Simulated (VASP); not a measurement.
# Ag2Pt (Fd-3m) in VASP: further runs, part 2 of 2

VASP 6.6.1. Earlier steps stand in the parts before.

### Step 3. Relaxation of cell and atoms, PBE

This run uses another cell than the first one, of 18.26 Å³/atom.

Input file INCAR:

```
ALGO = Normal ; EDIFF = 1E-6
EDIFFG = -0.04 ; ENCUT = 600
GGA = PE ; IBRION = 2
ISIF = 3 ; ISMEAR = 0
LASPH = True ; LCHARG = False
LREAL = False ; LWAVE = False
NELM = 100 ; NSW = 90
PREC = Accurate ; SIGMA = 0.1
```

Input file KPOINTS:

```
k-points
0
Gamma
  4 4 4
```

Input file POSCAR:

```
Ag2Pt
1.0
    0.0000000000      3.7978900189      3.7978900189
    3.7978900189      0.0000000000      3.7978900189
    3.7978900189      3.7978900189      0.0000000000
Ag Pt
4 2
Direct
    0.6250000000      0.6250000000      0.6250000000
    0.1250000000      0.6250000000      0.6250000000
    0.6250000000      0.6250000000      0.1250000000
    0.6250000000      0.1250000000      0.6250000000
    0.0000000000      0.0000000000      0.0000000000
    0.2500000000      0.2500000000      0.2500000000
```

Potentials or basis: VASP PAW PBE potentials, release 64 (Ag, Pt).

Command:

```
> cat potpaw_PBE.64/Ag/POTCAR potpaw_PBE.64/Pt/POTCAR > POTCAR
> mpirun -np 1 vasp_std > vasp.out
```

OUTCAR:

```text
EDIFF = 1E-6
   EDIFFG = -0.04
   ENCUT = 600
   GGA = PE
   IBRION = 2
   ISIF = 3
   ISMEAR = 0
   LASPH = True
   LREAL = False
   NELM = 100
   NSW = 90
   PREC = Accurate

 ion  position               nearest neighbor table
   1  0.625  0.625  0.625-   2 2.69   3 2.69   4 2.69   3 2.69   4 2.69   2 2.69   6 3.15   5 3.15
                             6 3.15   5 3.15   6 3.15   5 3.15
   2  0.125  0.625  0.625-   1 2.69   3 2.69   4 2.69   1 2.69   3 2.69   4 2.69   5 3.15   6 3.15
                             5 3.15   5 3.15   6 3.15   6 3.15
   3  0.625  0.625  0.125-   1 2.69   1 2.69   2 2.69   4 2.69   4 2.69   2 2.69   6 3.15   5 3.15
                             6 3.15   5 3.15   6 3.15   5 3.15
   4  0.625  0.125  0.625-   1 2.69   3 2.69   1 2.69   2 2.69   3 2.69   2 2.69   5 3.15   6 3.15
                             5 3.15   6 3.15   6 3.15   5 3.15
   5  0.000  0.000  0.000-   3 3.15   4 3.15   2 3.15   3 3.15   1 3.15   2 3.15   4 3.15   2 3.15
                             3 3.15   4 3.15   1 3.15   1 3.15   6 3.29   6 3.29   6 3.29   6 3.29
   6  0.250  0.250  0.250-   2 3.15   3 3.15   4 3.15   1 3.15   2 3.15   4 3.15   2 3.15   3 3.15
                             3 3.15   4 3.15   1 3.15   1 3.15   5 3.29   5 3.29   5 3.29   5 3.29

  LATTYP: Found a face centered cubic cell.
 ALAT       =     7.5957800378

  Lattice vectors:

 A1 = (   0.0000000000,   3.7978900189,   3.7978900189)
 A2 = (   3.7978900189,   0.0000000000,   3.7978900189)
 A3 = (   3.7978900189,   3.7978900189,   0.0000000000)

Analysis of symmetry for initial positions (statically):
[... 163 lines left out ...]
  ---------------------------------------------------
  ext. energy  EPLUGINS =         0.00000000
  ---------------------------------------------------
  free energy    TOTEN  =       -21.05469336 eV

  energy without entropy =      -21.04473170  energy(sigma->0) =      -21.04971253

------------------------ aborting loop because EDIFF is reached ----------------------------------------

  FORCE on cell =-STRESS in cart. coord.  units (eV):
  Direction    XX          YY          ZZ          XY          YZ          ZX
  --------------------------------------------------------------------------------------
  -------------------------------------------------------------------------------------
  Total       -3.0803877     -3.0803877     -3.0803877      0.0000000      0.0000000      0.0000000
  in kB      -45.0462678    -45.0462678    -45.0462678      0.0000000      0.0000000      0.0000000
  external PRESSURE =     -45.0462678 kB  Pullay stress =       0.0000000 kB
[... 67 lines left out ...]
--------------------------------------- Ionic step        3  -------------------------------------------

 number of electron      63.9999994 magnetization

 Free energy of the ion-electron system (eV)
  ---------------------------------------------------
  ext. energy  EPLUGINS =         0.00000000
  ---------------------------------------------------
  free energy    TOTEN  =       -21.12140836 eV

  energy without entropy =      -21.11211334  energy(sigma->0) =      -21.11676085

 E-fermi :   7.9826     XC(G=0): -12.2137

 val. band max:        7.8171801971   @ k =  -0.2500   0.2500   0.0000
 cond. band min:       8.0282219560   @ k =  -0.2500   0.2500   0.0000
 fundamental gap:      0.2110417589
 Fermi energy:         7.9826181662

 k-point     1 :       0.0000    0.0000    0.0000
  band No.  band energies     occupation
      1      -0.0548      2.00000
      2       0.9482      2.00000
      3       1.7175      2.00000
      4       1.7175      2.00000
      5       1.7175      2.00000
      6       2.3855      2.00000
[... 350 lines left out ...]
  FREE ENERGIE OF THE ION-ELECTRON SYSTEM (eV)
  ---------------------------------------------------
  free  energy   TOTEN  =       -21.1214083566 eV

  energy  without entropy=      -21.1121133403  energy(sigma->0) =      -21.11676085

 reached required accuracy - stopping structural energy minimisation
```

CONTCAR:

```text
Ag2Pt
   1.00000000000000
    -0.0000000000000000    3.7451771911004550    3.7451771911004550
     3.7451771911004550    0.0000000000000000    3.7451771911004550
     3.7451771911004550    3.7451771911004550    0.0000000000000000
  Ag              Pt
     4     2
Direct
     0.6250000000000000    0.6250000000000000    0.6250000000000000
     0.1250000000000000    0.6250000000000000    0.6250000000000000
     0.6250000000000000    0.6250000000000000    0.1250000000000000
     0.6250000000000000    0.1250000000000000    0.6250000000000000
     0.0000000000000000    0.0000000000000000    0.0000000000000000
     0.2500000000000000    0.2500000000000000    0.2500000000000000

  0.00000000E+00  0.00000000E+00  0.00000000E+00
  0.00000000E+00  0.00000000E+00  0.00000000E+00
  0.00000000E+00  0.00000000E+00  0.00000000E+00
  0.00000000E+00  0.00000000E+00  0.00000000E+00
  0.00000000E+00  0.00000000E+00  0.00000000E+00
  0.00000000E+00  0.00000000E+00  0.00000000E+00
```

It took 3 min on 1 thread of Intel Xeon 8259CL, shared host; peak memory 0.35 GiB.

What came out:

- Free energy: -21.1214 eV
- Relaxed volume: 17.51 Å³/atom
- Relaxed cell: a = 5.296 Å, b = 5.296 Å, c = 5.296 Å, α = 60.00°, β = 60.00°, γ = 60.00°
- Space group after relaxing (to 0.1 Å): Fd-3m (No. 227)
- Energy gained by relaxing: 11.1 meV/atom
- Ionic steps: 3
- Pressure after relaxing: 0.0 GPa
- Band gap on the k mesh: zero (bands 32 and 33 overlap by 1.29 eV)

The path:
| step | energy change (eV) | largest force (eV/Å) | pressure (GPa) | volume (Å³) |
| --- | --- | --- | --- | --- |
| 1 | 0.0000 | 0.0000 | -4.50 | 109.56 |
| 2 | -0.0212 | 0.0000 | 4.42 | 101.62 |
| 3 | -0.0667 | 0.0000 | 0.00 | 105.06 |

Final structure:
```
CELL_PARAMETERS angstrom
0.00000 3.74518 3.74518
3.74518 0.00000 3.74518
3.74518 3.74518 0.00000
ATOMIC_POSITIONS crystal
Ag 0.62500 0.62500 0.62500
Ag 0.12500 0.62500 0.62500
Ag 0.62500 0.62500 0.12500
Ag 0.62500 0.12500 0.62500
Pt 0.00000 0.00000 0.00000
Pt 0.25000 0.25000 0.25000
```

Caveat: spin-orbit coupling is left out, which moves the levels of the heavy elements.

### Step 4. Single point, PBE

Input file INCAR:

```
ALGO     = Fast           # electronic algorithm
EDIFF    = 1E-7           # SCF threshold, eV
ENCUT    = 520            # plane-wave cutoff, eV
GGA      = PE             # functional
ISIF     = 2              # what is computed and relaxed
ISMEAR   = 0              # smearing method
LASPH    = True           # aspherical terms in the spheres
LCHARG   = False          # write CHGCAR
LREAL    = False          # projectors in reciprocal space
LWAVE    = False          # write WAVECAR
NBANDS   = 41             # bands
NELM     = 60             # most SCF steps
PREC     = Accurate       # precision mode
SIGMA    = 0.1            # smearing width, eV
```

Input file KPOINTS:

```
k-points
0
Gamma
  10 10 10
```

Input file POSCAR:

```
Ag2Pt
1.0
    0.0000000000      3.7481310005      3.7481310005
    3.7481310005      0.0000000000      3.7481310005
    3.7481310005      3.7481310005      0.0000000000
Ag Pt
4 2
Direct
    0.1250000000      0.1250000000      0.1250000000
    0.6250000000      0.1250000000      0.1250000000
    0.1250000000      0.1250000000      0.6250000000
    0.1250000000      0.6250000000      0.1250000000
    0.5000000000      0.5000000000      0.5000000000
    0.7500000000      0.7500000000      0.7500000000
```

Potentials or basis: VASP PAW PBE potentials, release 64 (Ag, Pt).

Command:

```
> cat potpaw_PBE.64/Ag/POTCAR potpaw_PBE.64/Pt/POTCAR > POTCAR
> mpirun -np 1 vasp_std > vasp.out
```

OUTCAR:

```text
EDIFF = 1E-7
   ENCUT = 520
   GGA = PE
   ISIF = 2
   ISMEAR = 0
   LASPH = True
   LREAL = False
   NELM = 60
   PREC = Accurate

 ion  position               nearest neighbor table
   1  0.125  0.125  0.125-   2 2.65   3 2.65   4 2.65   3 2.65   4 2.65   2 2.65   6 3.11   5 3.11
                             6 3.11   5 3.11   6 3.11   5 3.11
   2  0.625  0.125  0.125-   1 2.65   3 2.65   4 2.65   1 2.65   3 2.65   4 2.65   5 3.11   6 3.11
                             5 3.11   6 3.11   6 3.11   5 3.11
   3  0.125  0.125  0.625-   1 2.65   1 2.65   2 2.65   4 2.65   4 2.65   2 2.65   6 3.11   5 3.11
                             6 3.11   5 3.11   6 3.11   5 3.11
   4  0.125  0.625  0.125-   1 2.65   3 2.65   1 2.65   2 2.65   3 2.65   2 2.65   6 3.11   5 3.11
                             6 3.11   5 3.11   6 3.11   5 3.11
   5  0.500  0.500  0.500-   3 3.11   4 3.11   2 3.11   3 3.11   2 3.11   4 3.11   1 3.11   1 3.11
                             1 3.11   2 3.11   3 3.11   4 3.11   6 3.25   6 3.25   6 3.25   6 3.25
   6  0.750  0.750  0.750-   2 3.11   4 3.11   2 3.11   3 3.11   3 3.11   4 3.11   1 3.11   2 3.11
                             3 3.11   1 3.11   4 3.11   1 3.11   5 3.25   5 3.25   5 3.25   5 3.25

  LATTYP: Found a face centered cubic cell.
 ALAT       =     7.4962620010

  Lattice vectors:

 A1 = (   0.0000000000,   3.7481310005,   3.7481310005)
 A2 = (   3.7481310005,   0.0000000000,   3.7481310005)
 A3 = (   3.7481310005,   3.7481310005,   0.0000000000)

Analysis of symmetry for initial positions (statically):
=====================================================================
 Subroutine PRICEL returns:
 Original cell was already a primitive cell.

 Routine SETGRP: Setting up the symmetry group for a
 face centered cubic supercell.

 Subroutine GETGRP returns: Found 48 space group operations
 (whereof 24 operations were pure point group operations)
 out of a pool of 48 trial point group operations.

The static configuration has the point symmetry T_d .
 The point group associated with its full space group is O_h .

Analysis of symmetry for dynamics (positions and initial velocities):
[... 142 lines left out ...]
  Fermi-wavevector in a.u.,A,eV,Ry     =   1.386682  2.620448 26.162448  1.922886
  Thomas-Fermi vector in A             =   2.510974
   LORBIT       =      0    0 simple, 1 ext, 2 COOP (PROOUT), +10 PAW based schemes
   GGA     = PE    functional components
   LHFCALC =     F    Hartree Fock is set to
   AEXX    =    0.0000 exact exchange contribution
   IVDW    =     0    specifies the selected vdW correction
   LEPSILON=     F    determine dielectric tensor
   LRPA    =     F    only Hartree local field effects (RPA)
 non-spin polarized calculation
 RMM-DIIS sequential band-by-band and
 Gauss-broadening in eV      SIGMA  =   0.10
  energy-cutoff  :      520.00
  volume of cell :      105.31
 maximum number of plane-waves:      2874
   NGX = 19   NGY = 19   NGZ = 19

 number of electron      63.9999985 magnetization

 Free energy of the ion-electron system (eV)
  ---------------------------------------------------
  ext. energy  EPLUGINS =         0.00000000
  ---------------------------------------------------
  free energy    TOTEN  =       -21.07292321 eV

  energy without entropy =      -21.06289705  energy(sigma->0) =      -21.06791013

 E-fermi :   7.9233     XC(G=0): -12.1995

 val. band max:        7.9216043667   @ k =   0.5000   0.4000   0.0000
 cond. band min:       7.9236854682   @ k =   0.5000   0.3000   0.0000
 fundamental gap:      0.0020811015
 Fermi energy:         7.9233184176

 k-point     1 :       0.0000    0.0000    0.0000
  band No.  band energies     occupation
      1      -0.0651      2.00000
      2       0.9361      2.00000
      3       1.7053      2.00000
      4       1.7053      2.00000
      5       1.7053      2.00000
      6       2.3711      2.00000
[... 1045 lines left out ...]
     40      17.0015      0.00000
     41      17.4786      0.00000

 [... further k-points ...]
[... 5 lines left out ...]
  --------------------------------------------------------------------------------------
  -------------------------------------------------------------------------------------
  Total       -0.1446761     -0.1446761     -0.1446761      0.0000000     -0.0000000      0.0000000
  in kB       -2.2010664     -2.2010664     -2.2010664      0.0000000     -0.0000000      0.0000000
  external PRESSURE =      -2.2010664 kB  Pullay stress =       0.0000000 kB

 VOLUME and BASIS-vectors are now :
 -----------------------------------------------------------------------------
  energy-cutoff  :      520.00
  volume of cell :      105.31
      direct lattice vectors                 reciprocal lattice vectors
     0.000000000  3.748131000  3.748131000    -0.133399820  0.133399820  0.133399820
     3.748131000  0.000000000  3.748131000     0.133399820 -0.133399820  0.133399820
     3.748131000  3.748131000  0.000000000     0.133399820  0.133399820 -0.133399820

 POSITION                                       TOTAL-FORCE (eV/Angst)
 -----------------------------------------------------------------------------------
      0.93703      0.93703      0.93703        -0.000000      0.000000      0.000000
      0.93703      2.81110      2.81110        -0.000000      0.000000      0.000000
      2.81110      2.81110      0.93703        -0.000000      0.000000      0.000000
      2.81110      0.93703      2.81110        -0.000000      0.000000      0.000000
      3.74813      3.74813      3.74813         0.000000     -0.000000     -0.000000
      5.62220      5.62220      5.62220        -0.000000     -0.000000      0.000000
 -----------------------------------------------------------------------------------
    total drift:                                0.000000     -0.000000      0.000000

  FREE ENERGIE OF THE ION-ELECTRON SYSTEM (eV)
  ---------------------------------------------------
  free  energy   TOTEN  =       -21.0729232057 eV

  energy  without entropy=      -21.0628970456  energy(sigma->0) =      -21.06791013
```

stdout:

```text
POSCAR found type information on POSCAR AgPt
 POSCAR found :  2 types and       6 ions
 scaLAPACK will be used
 LDA part: xc-table for (Slater+PW92), standard interpolation
 POSCAR, INCAR and KPOINTS ok, starting setup
 FFT: planning ... GRIDC
 FFT: planning ... GRID_SOFT
 FFT: planning ... GRID
 WAVECAR not read
 entering main loop
```

Wall time 4.5 min (1 thread of Intel Xeon 8259CL, shared host); peak memory 0.35 GiB.

What came out:

```yaml
Free_energy: -21.0729 eV
Pressure: -0.2 GPa
Band_gap_on_the_k_mesh: zero (bands 32 and 33 overlap by 1.35 eV)
```

Levels at points of the mesh, in eV from the Fermi level:
| k point | band 28 | band 29 | band 30 | band 31 | band 32 | band 33 | band 34 | band 35 | band 36 | band 37 |
| --- | --- | --- | --- | --- | --- | --- | --- | --- | --- | --- |
| (0.00, 0.00, 0.00) | -1.71 | -1.71 | -0.69 | -0.69 | 0.47 | 3.40 | 3.40 | 3.40 | 3.83 | 4.12 |
| (0.50, 0.00, 0.00) | -1.50 | -1.50 | -1.19 | -0.62 | -0.62 | 1.27 | 2.44 | 2.44 | 3.38 | 5.01 |
| (0.50, 0.50, 0.00) | -1.26 | -0.77 | -0.77 | -0.72 | -0.72 | 0.58 | 0.58 | 1.72 | 1.72 | 8.35 |

Caveat: spin-orbit coupling is left out, which moves the levels of the heavy elements.

### Step 5. Relaxation of cell and atoms, PBE

Input file INCAR:

```
SYSTEM = Ag2Pt
ALGO = Fast
EDIFF = 1E-6
EDIFFG = -0.01
ENCUT = 600
GGA = PE
IBRION = 2
ISIF = 3
ISMEAR = 0
LASPH = .True.
LCHARG = .False.
LREAL = .False.
LWAVE = .False.
NELM = 100
NSW = 100
PREC = Accurate
SIGMA = 0.1
```

Input file KPOINTS:

```
k-points
0
Gamma
  10 10 10
  0 0 0
```

POSCAR: that of step 4 with these lines changed.

```diff
@@ -2,5 +2,5 @@
 1.0
-    0.0000000000      3.7481310005      3.7481310005
-    3.7481310005      0.0000000000      3.7481310005
-    3.7481310005      3.7481310005      0.0000000000
+    0.0000000000      3.7500875657      3.7500875657
+    3.7500875657      0.0000000000      3.7500875657
+    3.7500875657      3.7500875657      0.0000000000
 Ag Pt
```

Command:

```
> cat potpaw_PBE.64/Ag/POTCAR potpaw_PBE.64/Pt/POTCAR > POTCAR
> mpirun -np 1 vasp_std > vasp.out
```

Wall time 11 min (1 thread of Intel Xeon 8259CL, shared host); peak memory 0.4 GiB.

It converged, with:

```
Free energy                           : -21.0728 eV
Relaxed volume                        : 17.52 Å³/atom
Relaxed cell                          : a = 5.297 Å, b = 5.297 Å, c = 5.297 Å, α = 60.00°, β = 60.00°, γ = 60.00°
Space group after relaxing (to 0.1 Å) : Fd-3m (No. 227)
Energy gained by relaxing             : 0.1 meV/atom
Ionic steps                           : 3
Pressure after relaxing               : 0.0 GPa
Band gap on the k mesh                : zero (bands 32 and 33 overlap by 1.35 eV)
```

The path:
```tsv
step	energy change (eV)	largest force (eV/Å)	pressure (GPa)	volume (Å³)
1	0.0000	0.0000	-0.37	105.48
2	-0.0002	0.0000	0.28	104.87
3	-0.0004	0.0000	0.00	105.11
```

Final structure:
```
CELL_PARAMETERS angstrom
0.00000 3.74580 3.74580
3.74580 0.00000 3.74580
3.74580 3.74580 0.00000
ATOMIC_POSITIONS crystal
Ag 0.12500 0.12500 0.12500
Ag 0.62500 0.12500 0.12500
Ag 0.12500 0.12500 0.62500
Ag 0.12500 0.62500 0.12500
Pt 0.50000 0.50000 0.50000
Pt 0.75000 0.75000 0.75000
```

Levels at points of the mesh, in eV from the Fermi level:
| k point | band 29 | band 30 | band 31 | band 32 | band 33 | band 34 | band 35 | band 36 |
| --- | --- | --- | --- | --- | --- | --- | --- | --- |
| (0.00, 0.00, 0.00) | -1.71 | -0.69 | -0.69 | 0.47 | 3.40 | 3.40 | 3.40 | 3.84 |
| (0.50, 0.00, 0.00) | -1.50 | -1.19 | -0.62 | -0.62 | 1.28 | 2.44 | 2.44 | 3.39 |
| (0.50, 0.50, 0.00) | -0.77 | -0.77 | -0.72 | -0.72 | 0.58 | 0.58 | 1.72 | 1.72 |

Caveat: spin-orbit coupling is left out, which moves the levels of the heavy elements.

### Step 6. The runs side by side

```csv
task,cell,k mesh,cutoff (eV),gap on the mesh (eV),pressure (GPa),relaxed volume (Å³/atom)
single point,"a = 5.303 Å, angles 60.0°, 6 atoms",4 × 4 × 4,520,none,-0.5,-
relaxation of cell and atoms,"relaxed from a = 5.371 Å, angles 60.0°, 6 atoms",4 × 4 × 4,600,none,0.0,17.51
single point,"a = 5.301 Å, angles 60.0°, 6 atoms",10 × 10 × 10,520,none,-0.2,-
relaxation of cell and atoms,"relaxed from a = 5.303 Å, angles 60.0°, 6 atoms",10 × 10 × 10,600,none,0.0,17.52
```

Alike in all rows: level PBE; potentials or basis VASP PAW PBE potentials, release 64 (Ag, Pt); no spin polarisation; smearing gaussian 0.1 eV.

Caveats: some runs use coarse meshes; spin-orbit coupling is left out, which moves the levels of the heavy elements.

Absolute energies hang on the potentials; compare differences alone.

The gap in the log of VASP goes by the Fermi energy; the results here count the filled bands.